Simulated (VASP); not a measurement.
# HfBr (P2_13) in VASP: a series of runs

Runs on HfBr. Level: PBE. Tasks: relaxation of cell and atoms, single point.

Program: VASP 6.6.1. These are calculated values, not measurements. Logs are shortened: lines on timing, memory, paths and dates and some standing lists are left out, and cuts for length are marked.

**1. The cell of the first run**

The structure is cubic, space group P2_13 (No. 198). Conventional cell: a = 5.663 Å, b = 5.663 Å, c = 5.663 Å, α = 90.00°, β = 90.00°, γ = 90.00°. Within 3.7 Å of Hf (site symmetry 3) lie 7 Br at 2.84 to 3.19 Å and 6 Hf at 3.47 Å. Br (site symmetry 3) has 7 Hf at 2.84 to 3.19 Å and 6 Br at 3.50 Å within 3.7 Å.

**2. Relaxation of cell and atoms, PBE**

File INCAR:

```
PREC     = Accurate       # precision mode
ENCUT    = 600            # plane-wave cutoff, eV
EDIFF    = 1E-6           # SCF threshold, eV
ISMEAR   = 0              # smearing method
SIGMA    = 0.1            # smearing width, eV
LREAL    = False          # projectors in reciprocal space
LASPH    = True           # aspherical terms in the spheres
NELM     = 80             # most SCF steps
ALGO     = Normal         # electronic algorithm
ISIF     = 3              # what is computed and relaxed
LWAVE    = False          # write WAVECAR
LCHARG   = False          # write CHGCAR
GGA      = PE             # functional
IBRION   = 2              # ionic algorithm
NSW      = 90             # ionic steps
EDIFFG   = -0.04          # ionic threshold
```

File KPOINTS:

```
Automatic mesh
0
Gamma
  4 4 4
```

File POSCAR:

```
HfBr
1.0
    5.6630454732      0.0000000000      0.0000000000
    0.0000000000      5.6630454732      0.0000000000
    0.0000000000      0.0000000000      5.6630454732
Hf Br
4 4
Direct
    0.1340000000      0.1340000000      0.1340000000
    0.3660000000      0.8660000000      0.6340000000
    0.6340000000      0.3660000000      0.8660000000
    0.8660000000      0.6340000000      0.3660000000
    0.8445000000      0.8445000000      0.8445000000
    0.6555000000      0.1555000000      0.3445000000
    0.3445000000      0.6555000000      0.1555000000
    0.1555000000      0.3445000000      0.6555000000
```

Potentials or basis: VASP PAW PBE potentials, release 64 (Hf_pv, Br).

Command:

```
$ cat potpaw_PBE.64/Hf_pv/POTCAR potpaw_PBE.64/Br/POTCAR > POTCAR
$ mpirun -np 1 vasp_std > vasp.out
```

OUTCAR:

```text
PREC = Accurate
   ENCUT = 600
   EDIFF = 1E-6
   ISMEAR = 0
   LREAL = False
   LASPH = True
   NELM = 80
   ISIF = 3
   GGA = PE
   IBRION = 2
   NSW = 90
   EDIFFG = -0.04

 ion  position               nearest neighbor table
   1  0.134  0.134  0.134-   5 2.84   6 2.96   7 2.96   8 2.96   7 3.19   8 3.19   6 3.19   3 3.47
                             4 3.47   2 3.47   2 3.47   4 3.47   3 3.47
   2  0.366  0.866  0.634-   6 2.84   5 2.96   7 2.96   8 2.96   7 3.19   8 3.19   5 3.19   1 3.47
                             1 3.47   3 3.47   3 3.47   4 3.47   4 3.47
   3  0.634  0.366  0.866-   7 2.84   6 2.96   5 2.96   8 2.96   8 3.19   6 3.19   5 3.19   1 3.47
                             4 3.47   2 3.47   2 3.47   4 3.47   1 3.47
   4  0.866  0.634  0.366-   8 2.84   6 2.96   7 2.96   5 2.96   6 3.19   5 3.19   7 3.19   1 3.47
                             3 3.47   2 3.47   1 3.47   2 3.47   3 3.47
   5  0.844  0.844  0.844-   1 2.84   2 2.96   3 2.96   4 2.96   3 3.19   4 3.19   2 3.19
   6  0.656  0.156  0.344-   2 2.84   1 2.96   3 2.96   4 2.96   3 3.19   4 3.19   1 3.19
   7  0.344  0.656  0.156-   3 2.84   2 2.96   1 2.96   4 2.96   4 3.19   2 3.19   1 3.19
   8  0.156  0.344  0.656-   4 2.84   2 2.96   3 2.96   1 2.96   2 3.19   1 3.19   3 3.19

  LATTYP: Found a simple cubic cell.
 ALAT       =     5.6630454732

  Lattice vectors:

 A1 = (   5.6630454732,   0.0000000000,   0.0000000000)
 A2 = (   0.0000000000,   5.6630454732,   0.0000000000)
 A3 = (   0.0000000000,   0.0000000000,   5.6630454732)

Analysis of symmetry for initial positions (statically):
=====================================================================
 Subroutine PRICEL returns:
 Original cell was already a primitive cell.

 Routine SETGRP: Setting up the symmetry group for a
 simple cubic supercell.

 Subroutine GETGRP returns: Found 12 space group operations
 (whereof  3 operations were pure point group operations)
 out of a pool of 48 trial point group operations.

The static configuration has the point symmetry C_3 .
 The point group associated with its full space group is T   .

Analysis of symmetry for dynamics (positions and initial velocities):
=====================================================================
 Subroutine PRICEL returns:
 Original cell was already a primitive cell.

 Routine SETGRP: Setting up the symmetry group for a
 simple cubic supercell.

 Subroutine GETGRP returns: Found 12 space group operations
 (whereof  3 operations were pure point group operations)
 out of a pool of 48 trial point group operations.

The dynamic configuration has the point symmetry C_3 .
 The point group associated with its full space group is T   .

 Subroutine INISYM returns: Found 12 space group operations
 (whereof  3 operations are pure point group operations),
 and found     1 'primitive' translations

----------------------------------------------------------------------------------------

                                     Primitive cell

  volume of cell :     181.6143

  direct lattice vectors                    reciprocal lattice vectors
     5.663045473  0.000000000  0.000000000     0.176583431  0.000000000  0.000000000
     0.000000000  5.663045473  0.000000000     0.000000000  0.176583431  0.000000000
     0.000000000  0.000000000  5.663045473     0.000000000  0.000000000  0.176583431

  length of vectors
     5.663045473  5.663045473  5.663045473     0.176583431  0.176583431  0.176583431

  position of ions in fractional coordinates (direct lattice)
     0.134000000  0.134000000  0.134000000
     0.366000000  0.866000000  0.634000000
     0.634000000  0.366000000  0.866000000
     0.866000000  0.634000000  0.366000000
     0.844500000  0.844500000  0.844500000
     0.655500000  0.155500000  0.344500000
     0.344500000  0.655500000  0.155500000
     0.155500000  0.344500000  0.655500000

  ion indices of the primitive-cell ions
   primitive index   ion index
                 1           1
                 2           2
                 3           3
                 4           4
                 5           5
                 6           6
                 7           7
                 8           8

----------------------------------------------------------------------------------------

 KPOINTS: Automatic mesh

Automatic generation of k-mesh.
 Grid dimensions read from file:
 generate k-points for:    4    4    4

 Generating k-lattice:

  Cartesian coordinates                     Fractional coordinates (reciprocal lattice)
     0.044145858  0.000000000  0.000000000     0.250000000  0.000000000  0.000000000
     0.000000000  0.044145858  0.000000000     0.000000000  0.250000000  0.000000000
     0.000000000  0.000000000  0.044145858     0.000000000  0.000000000  0.250000000

  Length of vectors
     0.044145858  0.044145858  0.044145858

  Shift w.r.t. Gamma in fractional coordinates (k-lattice)
     0.000000000  0.000000000  0.000000000

 Subroutine IBZKPT returns following result:
 ===========================================

 Found     11 irreducible k-points:

 Following reciprocal coordinates:
            Coordinates               Weight
  0.000000  0.000000  0.000000      1.000000
  0.250000  0.000000  0.000000      6.000000
  0.500000  0.000000  0.000000      3.000000
  0.250000  0.250000  0.000000     12.000000
  0.500000  0.250000  0.000000      6.000000
 -0.250000  0.500000  0.000000      6.000000
  0.500000  0.500000  0.000000      3.000000
  0.250000  0.250000  0.250000      8.000000
  0.500000  0.250000  0.250000     12.000000
  0.500000  0.500000  0.250000      6.000000
  0.500000  0.500000  0.500000      1.000000
   k-points           NKPTS =     11   k-points in BZ     NKDIM =     11   number of bands    NBANDS=     40
   number of dos      NEDOS =    301   number of ions     NIONS =      8
   total plane-waves  NPLWV = 110592
   dimension x,y,z NGX =    48 NGY =   48 NGZ =   48
   dimension x,y,z NGXF=    96 NGYF=   96 NGZF=   96
   ions per type =               4   4
   NGX,Y,Z   is equivalent  to a cutoff of  14.09, 14.09, 14.09 a.u.
   NGXF,Y,Z  is equivalent  to a cutoff of  28.18, 28.18, 28.18 a.u.
 SYSTEM =  unknown system
   PREC   = accura    normal or accurate (medium, high low for compatibility)
   ISTART =      0    job   : 0-new  1-cont  2-samecut
   ICHARG =      2    charge: 1-file 2-atom 10-const
   ISPIN  =      1    spin polarized calculation?
   LNONCOLLINEAR =      F non collinear calculations
   LSORBIT =      F    spin-orbit coupling
   LASPH  =      T    aspherical Exc in radial PAW
   ENCUT  =  600.0 eV  44.10 Ry    6.64 a.u.  11.31 11.31 11.31*2*pi/ulx,y,z
   NELM   =     80;   NELMIN=  2; NELMDL= -5     # of ELM steps
   EDIFF  = 0.1E-05   stopping-criterion for ELM
   LREAL  =      F    real-space projection
   EDIFFG = -.4E-01   stopping-criterion for IOM
   NSW    =     90    number of steps for IOM
   IBRION =      2    ionic relax: 0-MD 1-quasi-New 2-CG
   NFREE  =      1    steps in history (QN), initial steepest desc. (CG)
   ISIF   =      3    stress and relaxation
   ISYM   =      2    0-nonsym 1-usesym 2-fastsym
   POTIM  = 0.5000    time-step for ionic-motion
   TEBEG  =    0.0;   TEEND  =   0.0 temperature during run
   PSTRESS=    0.0 pullay stress
   NELECT =      68.0000    total number of electrons
   NUPDOWN=      -1.0000    fix difference up-down
   EMIN   =  10.00;   EMAX   =-10.00  energy-range for DOS
   EFERMI =   0.00;   METHOD = LEGACY
   ISMEAR =     0;   SIGMA  =   0.10  broadening in eV -4-tet -1-fermi 0-gaus
   EFERMI_NEDOS =   21; number of points for ismear=-14 and -15
   IALGO  =     38    algorithm
   IMIX   =      4    mixing-type and parameters
     AMIX     =   0.40;   BMIX     =  1.00
     AMIX_MAG =   1.60;   BMIX_MAG =  1.00
  volume/ion in A,a.u.               =      22.70       153.20
  Fermi-wavevector in a.u.,A,eV,Ry     =   1.179943  2.229769 18.942927  1.392266
  Thomas-Fermi vector in A             =   2.316245
   LORBIT       =      0    0 simple, 1 ext, 2 COOP (PROOUT), +10 PAW based schemes
   GGA     = PE    functional components
   LHFCALC =     F    Hartree Fock is set to
   AEXX    =    0.0000 exact exchange contribution
   IVDW    =     0    specifies the selected vdW correction
   LEPSILON=     F    determine dielectric tensor
   LRPA    =     F    only Hartree local field effects (RPA)
 conjugate gradient relaxation of ions
 non-spin polarized calculation
 Gauss-broadening in eV      SIGMA  =   0.10
  energy-cutoff  :      600.00
  volume of cell :      181.61
 maximum number of plane-waves:      6090
 NGX is ok and might be reduce to    48
   NGX = 23   NGY = 23   NGZ = 23

--------------------------------------- Ionic step        1  -------------------------------------------

 number of electron      67.9999988 magnetization

 Free energy of the ion-electron system (eV)
  ---------------------------------------------------
  ext. energy  EPLUGINS =         0.00000000
  ---------------------------------------------------
  free energy    TOTEN  =       -45.99933207 eV

  energy without entropy =      -45.96474140  energy(sigma->0) =      -45.98203673

------------------------ aborting loop because EDIFF is reached ----------------------------------------

  FORCE on cell =-STRESS in cart. coord.  units (eV):
  Direction    XX          YY          ZZ          XY          YZ          ZX
  --------------------------------------------------------------------------------------
  -------------------------------------------------------------------------------------
  Total       -5.7437048     -5.7437048     -5.7437048      0.0000000      0.0000000      0.0000000
  in kB      -50.6701918    -50.6701918    -50.6701918      0.0000000      0.0000000      0.0000000
  external PRESSURE =     -50.6701918 kB  Pullay stress =       0.0000000 kB
[... 107 lines left out ...]
  FREE ENERGIE OF THE ION-ELECTRON SYSTEM (eV)
  ---------------------------------------------------
  free  energy   TOTEN  =       -46.2443857056 eV

  energy  without entropy=      -46.2133768061  energy(sigma->0) =      -46.22888126

[... ionic steps 4 to 12 ...]

--------------------------------------- Ionic step       13  -------------------------------------------

 number of electron      68.0000004 magnetization

------------------------ aborting loop because EDIFF is reached ----------------------------------------

  FORCE on cell =-STRESS in cart. coord.  units (eV):
  Direction    XX          YY          ZZ          XY          YZ          ZX
  --------------------------------------------------------------------------------------
  -------------------------------------------------------------------------------------
  Total        0.1316770      0.1316770      0.1316770      0.0000000      0.0000000      0.0000000
  in kB        1.2372408      1.2372408      1.2372408      0.0000000      0.0000000      0.0000000
  external PRESSURE =       1.2372408 kB  Pullay stress =       0.0000000 kB
[... 69 lines left out ...]
  energy  without entropy=      -46.4918376943  energy(sigma->0) =      -46.50129644

--------------------------------------- Ionic step       15  -------------------------------------------

 number of electron      68.0000008 magnetization

 Free energy of the ion-electron system (eV)
  ---------------------------------------------------
  ext. energy  EPLUGINS =         0.00000000
  ---------------------------------------------------
  free energy    TOTEN  =       -46.51158517 eV

  energy without entropy =      -46.49238518  energy(sigma->0) =      -46.50198518

 E-fermi :   6.7157     XC(G=0): -10.9146

 val. band max:        6.6896215848   @ k =   0.2500   0.2500   0.2500
 cond. band min:       6.7713435834   @ k =   0.2500   0.2500   0.0000
 fundamental gap:      0.0817219986
 Fermi energy:         6.7157152266

 k-point     1 :       0.0000    0.0000    0.0000
  band No.  band energies     occupation
      1     -25.1836      2.00000
      2     -25.1836      2.00000
      3     -25.1836      2.00000
      4     -25.0548      2.00000
      5     -24.9271      2.00000
      6     -24.9271      2.00000
[... 497 lines left out ...]
  FREE ENERGIE OF THE ION-ELECTRON SYSTEM (eV)
  ---------------------------------------------------
  free  energy   TOTEN  =       -46.5115851675 eV

  energy  without entropy=      -46.4923851833  energy(sigma->0) =      -46.50198518

 reached required accuracy - stopping structural energy minimisation
```

It took 7.5 min on 1 thread of Intel Xeon 6975P-C (Granite Rapids), shared host; peak memory 0.39 GiB.

What came out:

| Item | Value |
| --- | --- |
| Free energy | -46.5116 eV |
| Relaxed volume | 21.30 Å³/atom |
| Relaxed cell | a = 5.544 Å, b = 5.544 Å, c = 5.544 Å, α = 90.00°, β = 90.00°, γ = 90.00° |
| Space group after relaxing (to 0.1 Å) | P2_13 (No. 198) |
| Energy gained by relaxing | 64.0 meV/atom |
| Ionic steps | 15 |
| Pressure after relaxing | 0.2 GPa |
| Largest force after relaxing | 0.032 eV/Å |
| Band gap on the k mesh | zero (bands 34 and 35 overlap by 0.38 eV) |

Forces on the atoms (eV/Å):
```
Hf   0.019  0.019  0.019
Hf  -0.019 -0.019  0.019
Hf   0.019 -0.019 -0.019
Hf  -0.019  0.019 -0.019
Br   0.003  0.003  0.003
Br  -0.003 -0.003  0.003
Br   0.003 -0.003 -0.003
Br  -0.003  0.003 -0.003
```

Step by step:
```tsv
step	energy change (eV)	largest force (eV/Å)	pressure (GPa)	volume (Å³)
1	0.0000	0.3651	-5.07	181.61
2	-0.2138	0.3284	2.44	163.39
3	-0.2451	0.2413	0.17	167.82
4	-0.2669	0.2462	0.19	167.71
5	-0.3322	0.2503	0.31	167.37
6	-0.4341	0.1962	0.68	166.70
7	-0.4292	0.4150	2.51	165.35
8	-0.4683	0.1580	1.30	166.08
9	-0.4899	0.1763	-0.18	169.51
10	-0.4907	0.1817	-0.51	170.33
11	-0.5025	0.1200	-0.39	170.57
12	-0.5100	0.0752	-0.12	170.97
13	-0.5112	0.0619	0.12	170.52
14	-0.5114	0.0538	0.27	170.25
15	-0.5123	0.0323	0.19	170.42
```

Final structure:
```
Hf Br
1.0
     5.54423    0.00000    0.00000
     0.00000    5.54423    0.00000
     0.00000    0.00000    5.54423
Hf Br
4 4
Direct
  0.15426 0.15426 0.15426
  0.34574 0.84574 0.65426
  0.65426 0.34574 0.84574
  0.84574 0.65426 0.34574
  0.87388 0.87388 0.87388
  0.62612 0.12612 0.37388
  0.37388 0.62612 0.12612
  0.12612 0.37388 0.62612
```

Caveat: spin-orbit coupling is left out, which moves the levels of the heavy elements.

[end of part 1 of 2]
